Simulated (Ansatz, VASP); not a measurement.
# One calculation of Si6Ge, two programs

File INCAR:

```
SYSTEM = Si6Ge
PREC = Accurate
ENCUT = 600
EDIFF = 1E-6
ISMEAR = 0
SIGMA = 0.1
LREAL = .False.
LASPH = .True.
NELM = 60
ALGO = Normal
ISIF = 3
LWAVE = .False.
LCHARG = .False.
GGA = PE
IBRION = 2
NSW = 100
EDIFFG = -0.01
```

The input KPOINTS:

```
regular mesh
0
Gamma
  10 10 4
  0 0 0
```

File POSCAR:

```
Si6Ge
1.0
    2.5529365441     -2.4846779292     -0.0544885472
    2.5529365441      2.4846779292     -0.0544885472
   -0.4315602194      0.0000000000      9.1192442238
Si Ge
6 1
Direct
    0.7493342542      0.2506657458      0.0000000000
    0.2506657458      0.7493342542      0.0000000000
    0.5026824585      1.0061665662      0.7402352879
   -0.0061665662      0.4973175415      0.2597647121
    0.4973175415     -0.0061665662      0.2597647121
    1.0061665662      0.5026824585      0.7402352879
    0.5000000000      0.5000000000      0.5000000000
```

Input for Ansatz:

```yaml
crystal:
  lattice:
    - [2.5529359411, -2.4846777403, -0.0544888527]
    - [2.5529359411, 2.4846777403, -0.0544888527]
    - [-0.4315628434, 0.0, 9.1192463803]
  atoms:
    - { symbol: Si, position: [0.7493342957, 0.2506657043, 0.0] }
    - { symbol: Si, position: [0.2506657043, 0.7493342957, 0.0] }
    - { symbol: Si, position: [0.5026825692, 1.0061666674, 0.7402352702] }
    - { symbol: Si, position: [-0.0061666674, 0.4973174308, 0.2597647298] }
    - { symbol: Si, position: [0.4973174308, -0.0061666674, 0.2597647298] }
    - { symbol: Si, position: [1.0061666674, 0.5026825692, 0.7402352702] }
    - { symbol: Ge, position: [0.5, 0.5, 0.5] }
basis:
  ecutwfc: 420
kpoints:
  mp_grid: { grid: [10, 10, 4] }
hamiltonian:
  xc: pbe
scf:
  occupations: { method: gaussian, width: 0.1 }
output:
  forces: true
  stress: true
  eigenvalues: true
relax:
  adjacent_minimum: "off"
  f_tol: 0.01
  max_steps: 80
  cell: { stress_tol: 0.05 }
```

Alike in both runs: task relaxation of cell and atoms; functional PBE; k mesh 10 × 10 × 4; occupations gaussian, width 0.1 eV; no spin polarisation.

|  | VASP | Ansatz |
| --- | --- | --- |
| version | VASP 6.6.1 | Ansatz 0.2.0 |
| potentials or method | VASP PAW PBE potentials, release 64 (Si, Ge_d), cutoff 600 eV | scalar-relativistic, plane waves, PAW |
| valence electrons in the cell | 38 | 38 |

```tsv
	VASP	Ansatz	Ansatz less VASP
gap on the k mesh at the Fermi level, each at its own relaxed structure (eV)	none	none	-
relaxed volume (Å³/atom)	16.45	16.45	-0.003
relaxed cell length with the largest relative difference (Å)	9.067	9.064	-0.0030
```

A gap of «none» marks a metal or a gap that the smearing closes.

Noted on VASP's run: too few bands were computed for a metal, which touches its energy and stress.
